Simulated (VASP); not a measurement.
# TlCl (Pm-3m) in VASP: notebook

Runs on TlCl. Level: PBE. Tasks: single point.

Everything below comes from runs of VASP 6.6.1. Logs are shortened: lines on timing, memory, paths and dates and some standing lists are left out, and cuts for length are marked.

## (1) The cell of the first run

The structure is cubic, space group Pm-3m (No. 221). The conventional cell has a = 3.794 Å, b = 3.794 Å, c = 3.794 Å, α = 90.00°, β = 90.00°, γ = 90.00°. Tl (site symmetry m-3m) has 8 Cl at 3.29 Å and 6 Tl at 3.79 Å within 4.3 Å. Cl (site symmetry m-3m) has 8 Tl at 3.29 Å and 6 Cl at 3.79 Å within 4.3 Å.

## (2) Single point, PBE

Input file INCAR:

```
ALGO = Normal
EDIFF = 1E-6
ENCUT = 500
GGA = PE
GGA_COMPAT = F
ISIF = 2
ISMEAR = 0
LASPH = T
LCHARG = F
LREAL = F
LWAVE = F
NBANDS = 17
NELM = 120
PREC = Accurate
SIGMA = 0.01
```

Input file KPOINTS:

```
k-points
0
Gamma
  5 5 5
```

Input file POSCAR:

```
TlCl
1.0
    3.7936346963      0.0000000000      0.0000000000
    0.0000000000      3.7936346963      0.0000000000
    0.0000000000      0.0000000000      3.7936346963
Tl Cl
1 1
Direct
    0.0000000000      0.0000000000      0.0000000000
    0.5000000000      0.5000000000      0.5000000000
```

Potentials or basis: VASP PAW PBE potentials, release 64 (Tl_d, Cl).

The run is started by

```console
cat potpaw_PBE.64/Tl_d/POTCAR potpaw_PBE.64/Cl/POTCAR > POTCAR
mpirun -np 1 vasp_std > vasp.out
```

OUTCAR:

```text
EDIFF = 1E-6
   ENCUT = 500
   GGA = PE
   ISIF = 2
   ISMEAR = 0
   LASPH = T
   LREAL = F
   NELM = 120
   PREC = Accurate

 ion  position               nearest neighbor table
   1  0.000  0.000  0.000-   2 3.29   2 3.29   2 3.29   2 3.29   2 3.29   2 3.29   2 3.29   2 3.29

   2  0.500  0.500  0.500-   1 3.29   1 3.29   1 3.29   1 3.29   1 3.29   1 3.29   1 3.29   1 3.29

  LATTYP: Found a simple cubic cell.
 ALAT       =     3.7936346963

  Lattice vectors:

 A1 = (   3.7936346963,   0.0000000000,   0.0000000000)
 A2 = (   0.0000000000,   3.7936346963,   0.0000000000)
 A3 = (   0.0000000000,   0.0000000000,   3.7936346963)

Analysis of symmetry for initial positions (statically):
=====================================================================
 Subroutine PRICEL returns:
 Original cell was already a primitive cell.

 Routine SETGRP: Setting up the symmetry group for a
 simple cubic supercell.

 Subroutine GETGRP returns: Found 48 space group operations
 (whereof 48 operations were pure point group operations)
 out of a pool of 48 trial point group operations.

The static configuration has the point symmetry O_h .

Analysis of symmetry for dynamics (positions and initial velocities):
=====================================================================
 Subroutine PRICEL returns:
 Original cell was already a primitive cell.

 Routine SETGRP: Setting up the symmetry group for a
 simple cubic supercell.

 Subroutine GETGRP returns: Found 48 space group operations
 (whereof 48 operations were pure point group operations)
 out of a pool of 48 trial point group operations.

The dynamic configuration has the point symmetry O_h .

 Subroutine INISYM returns: Found 48 space group operations
 (whereof 48 operations are pure point group operations),
 and found     1 'primitive' translations

----------------------------------------------------------------------------------------

                                     Primitive cell

  volume of cell :      54.5967

  direct lattice vectors                    reciprocal lattice vectors
     3.793634696  0.000000000  0.000000000     0.263599445  0.000000000  0.000000000
     0.000000000  3.793634696  0.000000000     0.000000000  0.263599445  0.000000000
     0.000000000  0.000000000  3.793634696     0.000000000  0.000000000  0.263599445

  length of vectors
     3.793634696  3.793634696  3.793634696     0.263599445  0.263599445  0.263599445

  position of ions in fractional coordinates (direct lattice)
     0.000000000  0.000000000  0.000000000
     0.500000000  0.500000000  0.500000000

  ion indices of the primitive-cell ions
   primitive index   ion index
                 1           1
                 2           2

----------------------------------------------------------------------------------------

 KPOINTS: k-points

Automatic generation of k-mesh.
 Grid dimensions read from file:
 generate k-points for:    5    5    5

 Generating k-lattice:

  Cartesian coordinates                     Fractional coordinates (reciprocal lattice)
     0.052719889  0.000000000  0.000000000     0.200000000  0.000000000  0.000000000
     0.000000000  0.052719889  0.000000000     0.000000000  0.200000000  0.000000000
     0.000000000  0.000000000  0.052719889     0.000000000  0.000000000  0.200000000

  Length of vectors
     0.052719889  0.052719889  0.052719889

  Shift w.r.t. Gamma in fractional coordinates (k-lattice)
     0.000000000  0.000000000  0.000000000

 Subroutine IBZKPT returns following result:
 ===========================================

 Found     10 irreducible k-points:

 Following reciprocal coordinates:
            Coordinates               Weight
  0.000000  0.000000  0.000000      1.000000
  0.200000  0.000000  0.000000      6.000000
  0.400000  0.000000  0.000000      6.000000
  0.200000  0.200000  0.000000     12.000000
  0.400000  0.200000  0.000000     24.000000
  0.400000  0.400000  0.000000     12.000000
  0.200000  0.200000  0.200000      8.000000
  0.400000  0.200000  0.200000     24.000000
  0.400000  0.400000  0.200000     24.000000
  0.400000  0.400000  0.400000      8.000000
   k-points           NKPTS =     10   k-points in BZ     NKDIM =     10   number of bands    NBANDS=     17
   number of dos      NEDOS =    301   number of ions     NIONS =      2
   total plane-waves  NPLWV =  21952
   dimension x,y,z NGX =    28 NGY =   28 NGZ =   28
   dimension x,y,z NGXF=    56 NGYF=   56 NGZF=   56
   ions per type =               1   1
   NGX,Y,Z   is equivalent  to a cutoff of  12.27, 12.27, 12.27 a.u.
   NGXF,Y,Z  is equivalent  to a cutoff of  24.54, 24.54, 24.54 a.u.
 SYSTEM =  unknown system
   PREC   = accura    normal or accurate (medium, high low for compatibility)
   ISTART =      0    job   : 0-new  1-cont  2-samecut
   ICHARG =      2    charge: 1-file 2-atom 10-const
   ISPIN  =      1    spin polarized calculation?
   LNONCOLLINEAR =      F non collinear calculations
   LSORBIT =      F    spin-orbit coupling
   LASPH  =      T    aspherical Exc in radial PAW
   ENCUT  =  500.0 eV  36.75 Ry    6.06 a.u.   6.92  6.92  6.92*2*pi/ulx,y,z
   NELM   =    120;   NELMIN=  2; NELMDL= -5     # of ELM steps
   EDIFF  = 0.1E-05   stopping-criterion for ELM
   LREAL  =      F    real-space projection
[... 7 lines left out ...]
   TEBEG  =    0.0;   TEEND  =   0.0 temperature during run
   PSTRESS=    0.0 pullay stress
   NELECT =      20.0000    total number of electrons
   NUPDOWN=      -1.0000    fix difference up-down
   EMIN   =  10.00;   EMAX   =-10.00  energy-range for DOS
   EFERMI =   0.00;   METHOD = LEGACY
   ISMEAR =     0;   SIGMA  =   0.01  broadening in eV -4-tet -1-fermi 0-gaus
   EFERMI_NEDOS =   21; number of points for ismear=-14 and -15
   IALGO  =     38    algorithm
   IMIX   =      4    mixing-type and parameters
     AMIX     =   0.40;   BMIX     =  1.00
     AMIX_MAG =   1.60;   BMIX_MAG =  1.00
  volume/ion in A,a.u.               =      27.30       184.22
  Fermi-wavevector in a.u.,A,eV,Ry     =   1.171375  2.213578 18.668821  1.372120
  Thomas-Fermi vector in A             =   2.307820
   LORBIT       =      0    0 simple, 1 ext, 2 COOP (PROOUT), +10 PAW based schemes
   GGA     = PE    functional components
   LHFCALC =     F    Hartree Fock is set to
   AEXX    =    0.0000 exact exchange contribution
   IVDW    =     0    specifies the selected vdW correction
   LEPSILON=     F    determine dielectric tensor
   LRPA    =     F    only Hartree local field effects (RPA)
 non-spin polarized calculation
 Gauss-broadening in eV      SIGMA  =   0.01
  energy-cutoff  :      500.00
  volume of cell :       54.60
 maximum number of plane-waves:      1398
 NGX is ok and might be reduce to    28
   NGX = 13   NGY = 13   NGZ = 13

 number of electron      20.0000002 magnetization

 Free energy of the ion-electron system (eV)
  ---------------------------------------------------
  ext. energy  EPLUGINS =         0.00000000
  ---------------------------------------------------
  free energy    TOTEN  =        -5.98575217 eV

  energy without entropy =       -5.98575217  energy(sigma->0) =       -5.98575217

 E-fermi :   2.8608     XC(G=0):  -9.2946

 val. band max:        2.7486400978   @ k =   0.4000   0.0000   0.0000
 cond. band min:       5.6469873504   @ k =   0.4000   0.0000   0.0000
 fundamental gap:      2.8983472526
 Fermi energy:         2.8607927227

 k-point     1 :       0.0000    0.0000    0.0000
  band No.  band energies     occupation
      1     -10.9044      2.00000
      2      -6.9269      2.00000
      3      -6.9269      2.00000
      4      -6.6587      2.00000
      5      -6.6587      2.00000
      6      -6.6587      2.00000
[... 9 lines left out ...]
     16      15.9395      0.00000
     17      17.3027      0.00000

 k-point     2 :       0.2000    0.0000    0.0000
  band No.  band energies     occupation
      1     -10.8127      2.00000
      2      -6.9212      2.00000
      3      -6.8613      2.00000
      4      -6.6906      2.00000
      5      -6.6906      2.00000
      6      -6.6558      2.00000
[... 9 lines left out ...]
     16      16.9564      0.00000
     17      17.2078      0.00000

 k-point     3 :       0.4000    0.0000    0.0000
  band No.  band energies     occupation
      1     -10.6541      2.00000
      2      -6.9120      2.00000
      3      -6.7625      2.00000
      4      -6.7411      2.00000
      5      -6.7411      2.00000
      6      -6.6512      2.00000
[... 9 lines left out ...]
     16      15.9669      0.00000
     17      17.2213      0.00000

 k-point     4 :       0.2000    0.2000    0.0000
  band No.  band energies     occupation
      1     -10.7371      2.00000
      2      -6.8877      2.00000
      3      -6.8191      2.00000
      4      -6.7065      2.00000
      5      -6.6898      2.00000
      6      -6.6812      2.00000
[... 9 lines left out ...]
     16      15.2733      0.00000
     17      15.7436      0.00000

 k-point     5 :       0.4000    0.2000    0.0000
  band No.  band energies     occupation
      1     -10.6089      2.00000
      2      -6.8695      2.00000
      3      -6.7329      2.00000
      4      -6.7285      2.00000
      5      -6.7179      2.00000
      6      -6.6772      2.00000
[... 9 lines left out ...]
     16      15.6437      0.00000
     17      16.4637      0.00000

 k-point     6 :       0.4000    0.4000    0.0000
  band No.  band energies     occupation
      1     -10.5344      2.00000
      2      -6.8311      2.00000
      3      -6.7209      2.00000
      4      -6.7177      2.00000
      5      -6.6962      2.00000
      6      -6.6215      2.00000
[... 9 lines left out ...]
     16      15.0429      0.00000
     17      15.5556      0.00000

 k-point     7 :       0.2000    0.2000    0.2000
  band No.  band energies     occupation
      1     -10.6698      2.00000
      2      -6.8146      2.00000
      3      -6.8146      2.00000
      4      -6.7180      2.00000
      5      -6.7180      2.00000
      6      -6.6833      2.00000
[... 9 lines left out ...]
     16      16.5389      0.00000
     17      17.0132      0.00000

 k-point     8 :       0.4000    0.2000    0.2000
  band No.  band energies     occupation
      1     -10.5565      2.00000
      2      -6.8061      2.00000
      3      -6.7772      2.00000
      4      -6.7219      2.00000
      5      -6.6935      2.00000
      6      -6.6907      2.00000
[... 9 lines left out ...]
     16      15.1694      0.00000
     17      17.5077      0.00000

 k-point     9 :       0.4000    0.4000    0.2000
  band No.  band energies     occupation
      1     -10.4691      2.00000
      2      -6.7868      2.00000
      3      -6.7662      2.00000
      4      -6.7476      2.00000
      5      -6.7107      2.00000
      6      -6.6187      2.00000
[... 9 lines left out ...]
     16      14.9168      0.00000
     17      17.9961      0.00000

 k-point    10 :       0.4000    0.4000    0.4000
  band No.  band energies     occupation
      1     -10.3578      2.00000
      2      -6.8408      2.00000
      3      -6.8408      2.00000
      4      -6.7907      2.00000
      5      -6.6150      2.00000
      6      -6.6150      2.00000
[... 9 lines left out ...]
     16      15.4024      0.00000
     17      20.2210      0.00000

------------------------ aborting loop because EDIFF is reached ----------------------------------------

  FORCE on cell =-STRESS in cart. coord.  units (eV):
  Direction    XX          YY          ZZ          XY          YZ          ZX
  --------------------------------------------------------------------------------------
  -------------------------------------------------------------------------------------
  Total        0.7376933      0.7376933      0.7376933     -0.0000000     -0.0000000      0.0000000
  in kB       21.6481041     21.6481041     21.6481041     -0.0000000     -0.0000000      0.0000000
  external PRESSURE =      21.6481041 kB  Pullay stress =       0.0000000 kB

 VOLUME and BASIS-vectors are now :
 -----------------------------------------------------------------------------
  energy-cutoff  :      500.00
  volume of cell :       54.60
      direct lattice vectors                 reciprocal lattice vectors
     3.793634696  0.000000000  0.000000000     0.263599445  0.000000000  0.000000000
     0.000000000  3.793634696  0.000000000     0.000000000  0.263599445  0.000000000
     0.000000000  0.000000000  3.793634696     0.000000000  0.000000000  0.263599445

 POSITION                                       TOTAL-FORCE (eV/Angst)
 -----------------------------------------------------------------------------------
      0.00000      0.00000      0.00000         0.000000      0.000000      0.000000
      1.89682      1.89682      1.89682         0.000000      0.000000      0.000000
 -----------------------------------------------------------------------------------
    total drift:                               -0.000000      0.000000      0.000000

  FREE ENERGIE OF THE ION-ELECTRON SYSTEM (eV)
  ---------------------------------------------------
  free  energy   TOTEN  =        -5.9857521652 eV

  energy  without entropy=       -5.9857521652  energy(sigma->0) =       -5.98575217
```

Run time: 4.1 s. Hardware: 1 thread of Intel Xeon 6975P-C (Granite Rapids), shared host; peak memory 0.15 GiB.

What came out:

| Item | Value |
| --- | --- |
| Free energy | -5.9858 eV |
| Pressure | 2.2 GPa |
| Band gap on the k mesh | 2.90 eV, direct |

Caveat: spin-orbit coupling is left out, which moves the levels of the heavy elements. A k mesh can miss the band edges.

(Continued in part 2 of 3.)
